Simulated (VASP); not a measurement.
# TiNiS2 (P-6m2) in VASP: a series of runs

Runs on TiNiS2. Level: PBE. Tasks: single point.

Program: VASP 6.6.1. These are calculated values, not measurements. Logs are shortened: lines on timing, memory, paths and dates and some standing lists are left out, and cuts for length are marked.

## 1. The cell of the first run

It takes space group P-6m2 (No. 187, hexagonal). The conventional cell has a = 3.348 Å, b = 3.348 Å, c = 5.822 Å, α = 90.00°, β = 90.00°, γ = 120.00°. Ti (site symmetry -6m2) has 6 S at 2.45 Å and 2 Ni at 2.91 Å within 3.2 Å. Within 3.2 Å of Ni (site symmetry -6m2) lie 6 S at 2.39 Å and 2 Ti at 2.91 Å. Within 3.2 Å of S (site symmetry 3m) lie 3 Ni at 2.39 Å and 3 Ti at 2.45 Å and 2 S at 2.81 to 3.01 Å.

## 2. Single point, PBE, collinear spin, ferromagnetic start

Contents of INCAR:

```
SYSTEM = TiNiS2
PREC = Accurate ; ENCUT = 520
EDIFF = 1E-6 ; ISMEAR = 0
SIGMA = 0.1 ; LREAL = .FALSE.
LASPH = .TRUE. ; NELM = 150
ALGO = Normal ; ISIF = 2
LWAVE = .FALSE. ; LCHARG = .TRUE.
ISPIN = 2 ; MAGMOM = 1 2 0 0
LORBIT = 11 ; LMAXMIX = 4
GGA = PE ; LELF = .TRUE.
LVHAR = .TRUE. ; NBANDS = 29
```

Contents of KPOINTS:

```
Automatic mesh
0
G
  6 6 4
  0 0 0
```

Contents of POSCAR:

```
TiNiS2
1.0
    3.3481521400      0.0000000000      0.0000000000
   -1.6740760700      2.8995848000      0.0000000000
    0.0000000000      0.0000000000      5.8215084700
Ti Ni S
1 1 2
Direct
    0.6666666700      0.3333333300      0.0000000000
    0.6666666700      0.3333333300      0.5000000000
    0.0000000000      0.0000000000      0.2585700400
    0.0000000000      0.0000000000      0.7414299600
```

Potentials or basis: VASP PAW PBE potentials, release 64 (Ti_sv, Ni, S).

Started as:

```bash
> cat potpaw_PBE.64/Ti_sv/POTCAR potpaw_PBE.64/Ni/POTCAR potpaw_PBE.64/S/POTCAR > POTCAR
> mpirun -np 1 vasp_std > vasp.out
```

OUTCAR:

```text
SYSTEM = TiNiS2
   PREC = Accurate
   ENCUT = 520
   EDIFF = 1E-6
   ISMEAR = 0
   LREAL = .FALSE.
   LASPH = .TRUE.
   NELM = 150
   ISIF = 2
   ISPIN = 2
   LORBIT = 11
   GGA = PE

 ion  position               nearest neighbor table
   1  0.667  0.333  0.000-   3 2.45   4 2.45   3 2.45   4 2.45   3 2.45   4 2.45   2 2.91   2 2.91

   2  0.667  0.333  0.500-   3 2.39   4 2.39   3 2.39   4 2.39   3 2.39   4 2.39   1 2.91   1 2.91

   3  0.000  0.000  0.259-   2 2.39   2 2.39   2 2.39   1 2.45   1 2.45   1 2.45
   4  0.000  0.000  0.741-   2 2.39   2 2.39   2 2.39   1 2.45   1 2.45   1 2.45

  LATTYP: Found a hexagonal cell.
 ALAT       =     3.3481521400
 C/A-ratio  =     1.7387228019

  Lattice vectors:

 A1 = (   3.3481521400,   0.0000000000,   0.0000000000)
 A2 = (  -1.6740760700,   2.8995848000,   0.0000000000)
 A3 = (   0.0000000000,   0.0000000000,   5.8215084700)

Analysis of symmetry for initial positions (statically):
=====================================================================
 Subroutine PRICEL returns:
 Original cell was already a primitive cell.

 Routine SETGRP: Setting up the symmetry group for a
 hexagonal supercell.

 Subroutine GETGRP returns: Found 12 space group operations
 (whereof 12 operations were pure point group operations)
 out of a pool of 24 trial point group operations.

The static configuration has the point symmetry D_3h.

Analysis of symmetry for dynamics (positions and initial velocities):
=====================================================================
 Subroutine PRICEL returns:
 Original cell was already a primitive cell.

 Routine SETGRP: Setting up the symmetry group for a
 hexagonal supercell.

 Subroutine GETGRP returns: Found 12 space group operations
 (whereof 12 operations were pure point group operations)
 out of a pool of 24 trial point group operations.

The dynamic configuration has the point symmetry D_3h.

Analysis of structural, dynamic, and magnetic symmetry:
=====================================================================
 Subroutine PRICEL returns:
 Original cell was already a primitive cell.

 Routine SETGRP: Setting up the symmetry group for a
 hexagonal supercell.

 Subroutine GETGRP returns: Found 12 space group operations
 (whereof 12 operations were pure point group operations)
 out of a pool of 24 trial point group operations.

The overall configuration has the point symmetry D_3h.

 Subroutine INISYM returns: Found 12 space group operations
 (whereof 12 operations are pure point group operations),
 and found     1 'primitive' translations

----------------------------------------------------------------------------------------

                                     Primitive cell

  volume of cell :      56.5167

  direct lattice vectors                    reciprocal lattice vectors
     3.348152140  0.000000000  0.000000000     0.298672210  0.172438482  0.000000000
    -1.674076070  2.899584800  0.000000000     0.000000000  0.344876963  0.000000000
     0.000000000  0.000000000  5.821508470     0.000000000  0.000000000  0.171776783

  length of vectors
     3.348152140  3.348152132  5.821508470     0.344876962  0.344876963  0.171776783

  position of ions in fractional coordinates (direct lattice)
     0.666666670  0.333333330  0.000000000
     0.666666670  0.333333330  0.500000000
     0.000000000  0.000000000  0.258570040
     0.000000000  0.000000000  0.741429960

  ion indices of the primitive-cell ions
   primitive index   ion index
                 1           1
                 2           2
                 3           3
                 4           4

----------------------------------------------------------------------------------------

 KPOINTS: Automatic mesh

Automatic generation of k-mesh.
 Grid dimensions read from file:
 generate k-points for:    6    6    4

 Generating k-lattice:

  Cartesian coordinates                     Fractional coordinates (reciprocal lattice)
     0.049778702  0.028739747  0.000000000     0.166666667  0.000000000  0.000000000
     0.000000000  0.057479494  0.000000000     0.000000000  0.166666667  0.000000000
     0.000000000  0.000000000  0.042944196     0.000000000  0.000000000  0.250000000

  Length of vectors
     0.057479494  0.057479494  0.042944196

  Shift w.r.t. Gamma in fractional coordinates (k-lattice)
     0.000000000  0.000000000  0.000000000

 Subroutine IBZKPT returns following result:
 ===========================================

 Found     21 irreducible k-points:

 Following reciprocal coordinates:
            Coordinates               Weight
  0.000000  0.000000  0.000000      1.000000
  0.166667  0.000000  0.000000      6.000000
  0.333333  0.000000  0.000000      6.000000
  0.500000 -0.000000  0.000000      3.000000
  0.166667  0.166667  0.000000      6.000000
  0.333333  0.166667  0.000000     12.000000
[... 13 lines left out ...]
  0.333333  0.166667  0.500000     12.000000
  0.333333  0.333333  0.500000      2.000000
   k-points           NKPTS =     21   k-points in BZ     NKDIM =     21   number of bands    NBANDS=     29
   number of dos      NEDOS =    301   number of ions     NIONS =      4
   total plane-waves  NPLWV =  37632
   dimension x,y,z NGX =    28 NGY =   28 NGZ =   48
   dimension x,y,z NGXF=    56 NGYF=   56 NGZF=   96
   ions per type =               1   1   2
   NGX,Y,Z   is equivalent  to a cutoff of  13.90, 13.90, 13.71 a.u.
   NGXF,Y,Z  is equivalent  to a cutoff of  27.81, 27.81, 27.41 a.u.
 SYSTEM =  TiNiS2
   PREC   = accura    normal or accurate (medium, high low for compatibility)
   ISTART =      0    job   : 0-new  1-cont  2-samecut
   ICHARG =      2    charge: 1-file 2-atom 10-const
   ISPIN  =      2    spin polarized calculation?
   LNONCOLLINEAR =      F non collinear calculations
   LSORBIT =      F    spin-orbit coupling
   LASPH  =      T    aspherical Exc in radial PAW
   ENCUT  =  520.0 eV  38.22 Ry    6.18 a.u.   6.23  6.23 10.82*2*pi/ulx,y,z
   NELM   =    150;   NELMIN=  2; NELMDL= -5     # of ELM steps
   EDIFF  = 0.1E-05   stopping-criterion for ELM
   LREAL  =      F    real-space projection
[... 7 lines left out ...]
   TEBEG  =    0.0;   TEEND  =   0.0 temperature during run
   PSTRESS=    0.0 pullay stress
   NELECT =      34.0000    total number of electrons
   NUPDOWN=      -1.0000    fix difference up-down
   EMIN   =  10.00;   EMAX   =-10.00  energy-range for DOS
   EFERMI =   0.00;   METHOD = LEGACY
   ISMEAR =     0;   SIGMA  =   0.10  broadening in eV -4-tet -1-fermi 0-gaus
   EFERMI_NEDOS =   21; number of points for ismear=-14 and -15
   IALGO  =     38    algorithm
   IMIX   =      4    mixing-type and parameters
     AMIX     =   0.40;   BMIX     =  1.00
     AMIX_MAG =   1.60;   BMIX_MAG =  1.00
  volume/ion in A,a.u.               =      14.13        95.35
  Fermi-wavevector in a.u.,A,eV,Ry     =   1.382003  2.611607 25.986203  1.909932
  Thomas-Fermi vector in A             =   2.506735
   LORBIT       =     11    0 simple, 1 ext, 2 COOP (PROOUT), +10 PAW based schemes
   GGA     = PE    functional components
   LHFCALC =     F    Hartree Fock is set to
   AEXX    =    0.0000 exact exchange contribution
   IVDW    =     0    specifies the selected vdW correction
   LEPSILON=     F    determine dielectric tensor
   LRPA    =     F    only Hartree local field effects (RPA)
 spin polarized calculation
 Gauss-broadening in eV      SIGMA  =   0.10
  energy-cutoff  :      520.00
  volume of cell :       56.52
 maximum number of plane-waves:      1557
 NGX is ok and might be reduce to    28
   NGX = 13   NGY = 13   NGZ = 21

 number of electron      34.0000009 magnetization       0.0000150

 number of electron      34.0000009 magnetization      -0.0003999

 Free energy of the ion-electron system (eV)
  ---------------------------------------------------
  ext. energy  EPLUGINS =         0.00000000
  ---------------------------------------------------
  free energy    TOTEN  =       -24.73644814 eV

  energy without entropy =      -24.72694606  energy(sigma->0) =      -24.73169710

 E-fermi :   9.3291     XC(G=0): -11.7390

 val. band max:        9.2860994592   @ k =   0.1667   0.1667   0.0000
 cond. band min:       9.3468820255   @ k =   0.5000  -0.0000   0.5000
 fundamental gap:      0.0607825663
 Fermi energy:         9.3290988906

 spin component 1

 k-point     1 :       0.0000    0.0000    0.0000
  band No.  band energies     occupation
      1     -47.9936      1.00000
      2     -24.3929      1.00000
      3     -24.1664      1.00000
      4     -24.1664      1.00000
      5      -6.5618      1.00000
      6      -4.4529      1.00000
[... 639 lines left out ...]
      6      -4.0316      1.00000
[... 21 lines left out ...]
     28      19.2466      0.00000
     29      19.3237      0.00000
 Fermi energy:         9.3290988906

 spin component 2

 k-point     1 :       0.0000    0.0000    0.0000
  band No.  band energies     occupation
      1     -47.9941      1.00000
      2     -24.3934      1.00000
      3     -24.1669      1.00000
      4     -24.1669      1.00000
      5      -6.5619      1.00000
      6      -4.4529      1.00000
[... 661 lines left out ...]
     28      19.2465      0.00000
     29      19.3236      0.00000

------------------------ aborting loop because EDIFF is reached ----------------------------------------

  FORCE on cell =-STRESS in cart. coord.  units (eV):
  Direction    XX          YY          ZZ          XY          YZ          ZX
  --------------------------------------------------------------------------------------
  -------------------------------------------------------------------------------------
  Total       -0.0721946     -0.0721946      2.7444498      0.0000000      0.0000000      0.0000000
  in kB       -2.0466270     -2.0466270     77.8017458      0.0000000      0.0000000      0.0000000
  external PRESSURE =      24.5694972 kB  Pullay stress =       0.0000000 kB

 VOLUME and BASIS-vectors are now :
 -----------------------------------------------------------------------------
  energy-cutoff  :      520.00
  volume of cell :       56.52
      direct lattice vectors                 reciprocal lattice vectors
     3.348152140  0.000000000  0.000000000     0.298672210  0.172438482  0.000000000
    -1.674076070  2.899584800  0.000000000     0.000000000  0.344876963  0.000000000
     0.000000000  0.000000000  5.821508470     0.000000000  0.000000000  0.171776783

 POSITION                                       TOTAL-FORCE (eV/Angst)
 -----------------------------------------------------------------------------------
      1.67408      0.96653      0.00000         0.000000     -0.000000      0.000000
      1.67408      0.96653      2.91075        -0.000000      0.000000      0.000000
      0.00000      0.00000      1.50527        -0.000000      0.000000     -0.493538
      0.00000      0.00000      4.31624        -0.000000      0.000000      0.493538
 -----------------------------------------------------------------------------------
    total drift:                               -0.000031      0.000018     -0.000000

  FREE ENERGIE OF THE ION-ELECTRON SYSTEM (eV)
  ---------------------------------------------------
  free  energy   TOTEN  =       -24.7364481354 eV

  energy  without entropy=      -24.7269460582  energy(sigma->0) =      -24.73169710

 total charge

# of ion       s       p       d       tot
------------------------------------------
    1        2.161   6.149   1.980  10.290
    2        0.364   0.418   8.480   9.262
    3        1.329   2.387   0.000   3.716
    4        1.329   2.387   0.000   3.716
--------------------------------------------------
tot          5.183  11.342  10.459  26.984

 magnetization (x)

# of ion       s       p       d       tot
------------------------------------------
    1       -0.000  -0.000  -0.000  -0.000
    2       -0.000  -0.000   0.000   0.000
    3        0.000   0.000   0.000   0.000
    4        0.000   0.000   0.000   0.000
--------------------------------------------------
tot          0.000   0.000   0.000   0.000
```

It took 44 s on 1 thread of Intel Xeon 6975P-C (Granite Rapids), shared host; peak memory 0.24 GiB.

Results:

* Free energy: -24.7364 eV
* Pressure: 2.5 GPa
* Largest force: 0.494 eV/Å
* Band gap on the k mesh: zero (filled and empty bands overlap)
* Net moment: 0.00 μB per cell
* Valence electrons inside the program's atomic spheres: Ti 10.29; Ni 9.26; S 3.72

Forces on the atoms (eV/Å):
```
Ti   0.000  0.000  0.000
Ni   0.000  0.000  0.000
S    0.000  0.000 -0.494
S    0.000  0.000  0.494
```

Stress tensor (GPa, compression positive):
```
-0.20  0.00  0.00
 0.00 -0.20  0.00
 0.00  0.00  7.78
```

Levels at points of the mesh, in eV from the Fermi level:
Spin up:
| k point | band 15 | band 16 | band 17 | band 18 | band 19 | band 20 |
| --- | --- | --- | --- | --- | --- | --- |
| (0.00, 0.00, 0.00) | -1.04 | -0.63 | -0.63 | 0.88 | 1.77 | 1.77 |
| (0.50, 0.00, 0.00) | -1.10 | -0.93 | -0.80 | 0.38 | 1.78 | 1.98 |
| (0.00, 0.00, 0.50) | -1.55 | -0.96 | -0.96 | 0.88 | 2.01 | 2.01 |
| (0.50, 0.00, 0.50) | -1.12 | -1.12 | -0.24 | 0.02 | 1.66 | 1.98 |
Spin down:
```csv
k point,band 15,band 16,band 17,band 18,band 19,band 20
"(0.00, 0.00, 0.00)",-1.04,-0.63,-0.63,0.88,1.77,1.77
"(0.50, 0.00, 0.00)",-1.10,-0.93,-0.80,0.38,1.78,1.98
"(0.00, 0.00, 0.50)",-1.55,-0.96,-0.96,0.88,2.01,2.01
"(0.50, 0.00, 0.50)",-1.12,-1.12,-0.24,0.02,1.65,1.98
```

Caveat: the k points lie up to 0.36 Å⁻¹ apart.

(Part 1 of 2 ends here.)
